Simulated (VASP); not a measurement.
# LaW6 (Pm-3m) in VASP: relaxation of cell and atoms with PBE

Aim: the relaxation of cell and atoms of LaW6 with PBE.

Program: VASP 6.6.1. These are calculated values, not measurements. Logs are shortened: lines on timing, memory, paths and dates and some standing lists are left out, and cuts for length are marked.

**1. The cell of the first run**

Symmetry: Pm-3m, No. 221, cubic system. Conventional cell: a = 6.078 Å, b = 6.078 Å, c = 6.078 Å, α = 90.00°, β = 90.00°, γ = 90.00°. Within 5.9 Å of La (site symmetry m-3m) lie 24 W at 4.46 Å. W (site symmetry 4mm) has 5 W at 2.41 to 2.59 Å within 3.2 Å.

**2. Relaxation of cell and atoms, PBE**

File INCAR:

```
SYSTEM = LaW6
  PREC = Accurate
  ENCUT = 600
  EDIFF = 1E-6
  ISMEAR = 0
  SIGMA = 0.1
  LREAL = .FALSE.
  LASPH = .TRUE.
  NELM = 100
  ALGO = Normal
  ISIF = 3
  LWAVE = .FALSE.
  LCHARG = .FALSE.
  GGA = PE
  IBRION = 2
  NSW = 100
  EDIFFG = -0.01
```

File KPOINTS:

```
Automatic mesh
0
G
  6 6 6
  0 0 0
```

File POSCAR:

```
LaW6
1.0
    6.0779334652      0.0000000000      0.0000000000
    0.0000000000      6.0779334652      0.0000000000
    0.0000000000      0.0000000000      6.0779334652
La W
1 6
Direct
    0.0000000000      0.0000000000      0.0000000000
    0.5000000000      0.5000000000      0.1985682421
    0.5000000000      0.5000000000      0.8014317579
    0.1985682421      0.5000000000      0.5000000000
    0.8014317579      0.5000000000      0.5000000000
    0.5000000000      0.1985682421      0.5000000000
    0.5000000000      0.8014317579      0.5000000000
```

Potentials or basis: VASP PAW PBE potentials, release 64 (La, W_sv).

Launch:

```bash
$ cat potpaw_PBE.64/La/POTCAR potpaw_PBE.64/W_sv/POTCAR > POTCAR
$ mpirun -np 1 vasp_std > vasp.out
```

OUTCAR:

```text
SYSTEM = LaW6
   PREC = Accurate
   ENCUT = 600
   EDIFF = 1E-6
   ISMEAR = 0
   LREAL = .FALSE.
   LASPH = .TRUE.
   NELM = 100
   ISIF = 3
   GGA = PE
   IBRION = 2
   NSW = 100
   EDIFFG = -0.01

 ion  position               nearest neighbor table
   1  0.000  0.000  0.000-
   2  0.500  0.500  0.199-   3 2.41   4 2.59   5 2.59   6 2.59   7 2.59
   3  0.500  0.500  0.801-   2 2.41   4 2.59   5 2.59   6 2.59   7 2.59
   4  0.199  0.500  0.500-   5 2.41   3 2.59   2 2.59   6 2.59   7 2.59
   5  0.801  0.500  0.500-   4 2.41   3 2.59   2 2.59   6 2.59   7 2.59
   6  0.500  0.199  0.500-   7 2.41   3 2.59   4 2.59   5 2.59   2 2.59
   7  0.500  0.801  0.500-   6 2.41   3 2.59   4 2.59   5 2.59   2 2.59

  LATTYP: Found a simple cubic cell.
 ALAT       =     6.0779334652

  Lattice vectors:

 A1 = (   6.0779334652,   0.0000000000,   0.0000000000)
 A2 = (   0.0000000000,   6.0779334652,   0.0000000000)
 A3 = (   0.0000000000,   0.0000000000,   6.0779334652)

Analysis of symmetry for initial positions (statically):
=====================================================================
 Subroutine PRICEL returns:
 Original cell was already a primitive cell.

 Routine SETGRP: Setting up the symmetry group for a
 simple cubic supercell.

 Subroutine GETGRP returns: Found 48 space group operations
 (whereof 48 operations were pure point group operations)
 out of a pool of 48 trial point group operations.

The static configuration has the point symmetry O_h .

Analysis of symmetry for dynamics (positions and initial velocities):
=====================================================================
 Subroutine PRICEL returns:
 Original cell was already a primitive cell.

 Routine SETGRP: Setting up the symmetry group for a
 simple cubic supercell.

 Subroutine GETGRP returns: Found 48 space group operations
 (whereof 48 operations were pure point group operations)
 out of a pool of 48 trial point group operations.

The dynamic configuration has the point symmetry O_h .

 Subroutine INISYM returns: Found 48 space group operations
 (whereof 48 operations are pure point group operations),
 and found     1 'primitive' translations

----------------------------------------------------------------------------------------

                                     Primitive cell

  volume of cell :     224.5266

  direct lattice vectors                    reciprocal lattice vectors
     6.077933465  0.000000000  0.000000000     0.164529606  0.000000000  0.000000000
     0.000000000  6.077933465  0.000000000     0.000000000  0.164529606  0.000000000
     0.000000000  0.000000000  6.077933465     0.000000000  0.000000000  0.164529606

  length of vectors
     6.077933465  6.077933465  6.077933465     0.164529606  0.164529606  0.164529606

  position of ions in fractional coordinates (direct lattice)
     0.000000000  0.000000000  0.000000000
     0.500000000  0.500000000  0.198568242
     0.500000000  0.500000000  0.801431758
     0.198568242  0.500000000  0.500000000
     0.801431758  0.500000000  0.500000000
     0.500000000  0.198568242  0.500000000
     0.500000000  0.801431758  0.500000000

  ion indices of the primitive-cell ions
   primitive index   ion index
                 1           1
                 2           2
                 3           3
                 4           4
                 5           5
                 6           6
                 7           7

----------------------------------------------------------------------------------------

 KPOINTS: Automatic mesh

Automatic generation of k-mesh.
 Grid dimensions read from file:
 generate k-points for:    6    6    6

 Generating k-lattice:

  Cartesian coordinates                     Fractional coordinates (reciprocal lattice)
     0.027421601  0.000000000  0.000000000     0.166666667  0.000000000  0.000000000
     0.000000000  0.027421601  0.000000000     0.000000000  0.166666667  0.000000000
     0.000000000  0.000000000  0.027421601     0.000000000  0.000000000  0.166666667

  Length of vectors
     0.027421601  0.027421601  0.027421601

  Shift w.r.t. Gamma in fractional coordinates (k-lattice)
     0.000000000  0.000000000  0.000000000

 Subroutine IBZKPT returns following result:
 ===========================================

 Found     20 irreducible k-points:

 Following reciprocal coordinates:
            Coordinates               Weight
  0.000000  0.000000  0.000000      1.000000
  0.166667  0.000000  0.000000      6.000000
  0.333333  0.000000  0.000000      6.000000
  0.500000  0.000000  0.000000      3.000000
  0.166667  0.166667  0.000000     12.000000
  0.333333  0.166667  0.000000     24.000000
[... 12 lines left out ...]
  0.500000  0.500000  0.333333      6.000000
  0.500000  0.500000  0.500000      1.000000
   k-points           NKPTS =     20   k-points in BZ     NKDIM =     20   number of bands    NBANDS=     57
   number of dos      NEDOS =    301   number of ions     NIONS =      7
   total plane-waves  NPLWV = 125000
   dimension x,y,z NGX =    50 NGY =   50 NGZ =   50
   dimension x,y,z NGXF=   100 NGYF=  100 NGZF=  100
   ions per type =               1   6
   NGX,Y,Z   is equivalent  to a cutoff of  13.68, 13.68, 13.68 a.u.
   NGXF,Y,Z  is equivalent  to a cutoff of  27.35, 27.35, 27.35 a.u.
 SYSTEM =  LaW6
   PREC   = accura    normal or accurate (medium, high low for compatibility)
   ISTART =      0    job   : 0-new  1-cont  2-samecut
   ICHARG =      2    charge: 1-file 2-atom 10-const
   ISPIN  =      1    spin polarized calculation?
   LNONCOLLINEAR =      F non collinear calculations
   LSORBIT =      F    spin-orbit coupling
   LASPH  =      T    aspherical Exc in radial PAW
   ENCUT  =  600.0 eV  44.10 Ry    6.64 a.u.  12.14 12.14 12.14*2*pi/ulx,y,z
   NELM   =    100;   NELMIN=  2; NELMDL= -5     # of ELM steps
   EDIFF  = 0.1E-05   stopping-criterion for ELM
   LREAL  =      F    real-space projection
   EDIFFG = -.1E-01   stopping-criterion for IOM
   NSW    =    100    number of steps for IOM
   IBRION =      2    ionic relax: 0-MD 1-quasi-New 2-CG
   NFREE  =      1    steps in history (QN), initial steepest desc. (CG)
   ISIF   =      3    stress and relaxation
   ISYM   =      2    0-nonsym 1-usesym 2-fastsym
   POTIM  = 0.5000    time-step for ionic-motion
   TEBEG  =    0.0;   TEEND  =   0.0 temperature during run
   PSTRESS=    0.0 pullay stress
   NELECT =      95.0000    total number of electrons
   NUPDOWN=      -1.0000    fix difference up-down
   EMIN   =  10.00;   EMAX   =-10.00  energy-range for DOS
   EFERMI =   0.00;   METHOD = LEGACY
   ISMEAR =     0;   SIGMA  =   0.10  broadening in eV -4-tet -1-fermi 0-gaus
   EFERMI_NEDOS =   21; number of points for ismear=-14 and -15
   IALGO  =     38    algorithm
   IMIX   =      4    mixing-type and parameters
     AMIX     =   0.40;   BMIX     =  1.00
     AMIX_MAG =   1.60;   BMIX_MAG =  1.00
  volume/ion in A,a.u.               =      32.08       216.45
  Fermi-wavevector in a.u.,A,eV,Ry     =   1.229023  2.322517 20.551574  1.510498
  Thomas-Fermi vector in A             =   2.363926
   LORBIT       =      0    0 simple, 1 ext, 2 COOP (PROOUT), +10 PAW based schemes
   GGA     = PE    functional components
   LHFCALC =     F    Hartree Fock is set to
   AEXX    =    0.0000 exact exchange contribution
   IVDW    =     0    specifies the selected vdW correction
   LEPSILON=     F    determine dielectric tensor
   LRPA    =     F    only Hartree local field effects (RPA)
 conjugate gradient relaxation of ions
 non-spin polarized calculation
 Gauss-broadening in eV      SIGMA  =   0.10
  energy-cutoff  :      600.00
  volume of cell :      224.53
 maximum number of plane-waves:      7568
 NGX is ok and might be reduce to    50
   NGX = 25   NGY = 25   NGZ = 25

--------------------------------------- Ionic step        1  -------------------------------------------

 number of electron      95.0000007 magnetization

 Free energy of the ion-electron system (eV)
  ---------------------------------------------------
  ext. energy  EPLUGINS =         0.00000000
  ---------------------------------------------------
  free energy    TOTEN  =       -67.34375350 eV

  energy without entropy =      -67.29165227  energy(sigma->0) =      -67.31770289

------------------------ aborting loop because EDIFF is reached ----------------------------------------

  FORCE on cell =-STRESS in cart. coord.  units (eV):
  Direction    XX          YY          ZZ          XY          YZ          ZX
  --------------------------------------------------------------------------------------
  -------------------------------------------------------------------------------------
  Total        0.1984976      0.1984976      0.1984976     -0.0000000      0.0000000     -0.0000000
  in kB        1.4164396      1.4164396      1.4164396     -0.0000000      0.0000000     -0.0000000
  external PRESSURE =       1.4164396 kB  Pullay stress =       0.0000000 kB
[... 67 lines left out ...]
  energy  without entropy=      -67.2896238694  energy(sigma->0) =      -67.31592673

--------------------------------------- Ionic step        3  -------------------------------------------

 number of electron      95.0000009 magnetization

 Free energy of the ion-electron system (eV)
  ---------------------------------------------------
  ext. energy  EPLUGINS =         0.00000000
  ---------------------------------------------------
  free energy    TOTEN  =       -67.34407260 eV

  energy without entropy =      -67.29183098  energy(sigma->0) =      -67.31795179

 E-fermi :   4.1043     XC(G=0):  -9.4491

 val. band max:        4.0958728036   @ k =   0.5000   0.3333   0.1667
 cond. band min:       4.1497926420   @ k =   0.5000   0.5000   0.1667
 fundamental gap:      0.0539198384
 Fermi energy:         4.1042949364

 k-point     1 :       0.0000    0.0000    0.0000
  band No.  band energies     occupation
      1     -69.2199      2.00000
      2     -69.0477      2.00000
      3     -69.0477      2.00000
      4     -68.9742      2.00000
      5     -68.9742      2.00000
      6     -68.9742      2.00000
[... 1223 lines left out ...]
  FREE ENERGIE OF THE ION-ELECTRON SYSTEM (eV)
  ---------------------------------------------------
  free  energy   TOTEN  =       -67.3440726037 eV

  energy  without entropy=      -67.2918309754  energy(sigma->0) =      -67.31795179

 reached required accuracy - stopping structural energy minimisation
```

It took 14 min on 1 thread of Intel Xeon Platinum 8488C (Sapphire Rapids), shared host; peak memory 0.54 GiB.

Results:

* Free energy: -67.3441 eV
* Relaxed volume: 32.11 Å³/atom
* Relaxed cell: a = 6.080 Å, b = 6.080 Å, c = 6.080 Å, α = 90.00°, β = 90.00°, γ = 90.00°
* Space group after relaxing (to 0.05 Å): Pm-3m (No. 221)
* Energy gained by relaxing: 0.0 meV/atom
* Ionic steps: 3
* Pressure after relaxing: 0.0 GPa
* Largest force after relaxing: 0.008 eV/Å

Forces in eV/Å, atoms in the order of the input:
```
La   0.000  0.000  0.000
W    0.000  0.000 -0.008
W    0.000  0.000  0.008
W   -0.008  0.000  0.000
W    0.008  0.000  0.000
W    0.000 -0.008  0.000
W    0.000  0.008  0.000
```

Step by step:
| step | energy change (eV) | largest force (eV/Å) | pressure (GPa) | volume (Å³) |
| --- | --- | --- | --- | --- |
| 1 | 0.0000 | 0.0693 | 0.14 | 224.53 |
| 2 | 0.0015 | 0.1337 | -0.43 | 225.45 |
| 3 | -0.0003 | 0.0078 | -0.03 | 224.80 |

Final structure:
```
CELL_PARAMETERS angstrom
6.08036 0.00000 0.00000
0.00000 6.08036 0.00000
0.00000 0.00000 6.08036
ATOMIC_POSITIONS crystal
La 0.00000 0.00000 0.00000
W 0.50000 0.50000 0.19841
W 0.50000 0.50000 0.80159
W 0.19841 0.50000 0.50000
W 0.80159 0.50000 0.50000
W 0.50000 0.19841 0.50000
W 0.50000 0.80159 0.50000
```

Caveat: spin-orbit coupling is left out, which moves the levels of the heavy elements.
